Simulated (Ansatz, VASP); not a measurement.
Sn: VASP beside Ansatz

```
Sn
1.0
    -2.04263    2.04263    1.67176
     2.04263   -2.04263    1.67176
     2.04263    2.04263   -1.67176
Sn
1
Direct
  0.00000 0.00000 0.00000
```

Alike in both runs: task single point; functional r2SCAN; k mesh 10 × 10 × 10; occupations fermi-dirac, width 0.05 eV; no spin polarisation.

|  | VASP | Ansatz |
| --- | --- | --- |
| version | VASP 6.6.1 | Ansatz 0.2.0 |
| potentials or method | VASP PAW PBE potentials, release 64 (Sn_d) | Ansatz PAW |
| plane-wave cutoff (eV) | 520 | 500 |
| valence electrons in the cell | 14 | 14 |

Ansatz gave:

```
gap on the k mesh at the Fermi level (eV)                     : none
pressure (GPa)                                                : -1.4
traceless stress, the component that is largest in VASP (GPa) : 0.22
```

Problem. Estimate VASP's values.

Solution. gap on the k mesh at the Fermi level (eV): none; pressure (GPa): -1.4; traceless stress, the component that is largest in VASP (GPa): 0.23.

VASP's potentials were made for PBE, not for r2SCAN. A gap of «none» marks a metal or a gap that the smearing closes.
